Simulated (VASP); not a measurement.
Wanted: the native input for a VASP 6.6.1 run.

| Property | Result |
| --- | --- |
| Task | single point |
| Functional | PBEsol |
| Potentials or basis | VASP PAW PBE potentials, release 64 (Te) |
| Cutoff | 520 eV |
| k mesh | 7 × 7 × 5 |
| Occupations | fermi-dirac, width 0.05 eV |
| Spin | no spin polarisation |
| Dipole correction | no |
| Further INCAR settings | ALGO = Normal; EDIFF = 1e-06; NBANDS = 16 |

The structure of Te lies in POSCAR:

```
Te
1.0
    4.3253192744      0.0000000000      0.0000000000
   -2.1626596372      3.7458363711      0.0000000000
    0.0000000000      0.0000000000      5.9479039947
Te
3
Direct
    0.7167704576      0.7167704576      0.0000000000
    0.0000000000      0.2832295424      0.6666666667
    0.2832295424      0.0000000000      0.3333333333
```

One way to write it, as run:

INCAR

```
SYSTEM = Te
PREC = Accurate ; ENCUT = 520
EDIFF = 1E-6 ; ISMEAR = -1
SIGMA = 0.05 ; LREAL = .False.
LASPH = .True. ; NELM = 100
ALGO = Normal ; ISIF = 2
LWAVE = .False. ; LCHARG = .False.
GGA = PS ; NBANDS = 16
```

KPOINTS

```
Automatic mesh
0
Gamma
  7 7 5
  0 0 0
```

Potentials or basis: VASP PAW PBE potentials, release 64 (Te).

Command:

```console
$ cat potpaw_PBE.64/Te/POTCAR > POTCAR
$ mpirun -np 1 vasp_std > vasp.out
```

It gave:

```json
{
  "Pressure": "0.1 GPa",
  "Largest force": "0.020 eV/Å",
  "Band gap on the k mesh": "0.46 eV, indirect (least direct gap 0.62 eV)"
}
```

Caveat: the PAW data sets were made with another functional, which shifts forces and pressure a little; spin-orbit coupling is left out, which moves the levels of the heavy elements.

Wall time 28 s on 1 thread of Intel(R) Xeon(R) Platinum 8375C CPU @ 2.90GHz (Ice Lake) (shared host), peak memory 0.22 GiB.
